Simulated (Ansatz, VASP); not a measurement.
**Two plane-wave programs on MgO**

```
Mg O
1.0
     0.00000    2.13750    2.13750
     2.13750    0.00000    2.13750
     2.13750    2.13750    0.00000
Mg O
1 1
Direct
  0.00000 0.00000 0.00000
  0.50000 0.50000 0.50000
```

Alike in both runs: task single point; functional r2SCAN; k mesh 5 × 5 × 5; occupations fermi-dirac, width 0.02 eV; no spin polarisation.

```csv
,VASP,Ansatz
version,VASP 6.6.1,Ansatz 0.2.0
potentials or method,"VASP PAW PBE potentials, release 64 (Mg_sv, O), cutoff 920 eV","PAW, plane waves, scalar-relativistic"
valence electrons in the cell,16,16
```

Ansatz gave:

| Quantity | Value |
| --- | --- |
| pressure (GPa) | -7.5 |

Which values does VASP return?

Pressure (GPa): -6.9.

VASP's potentials were made for PBE, not for r2SCAN.

The k mesh is coarse, so the values compare programs but aren't converged.
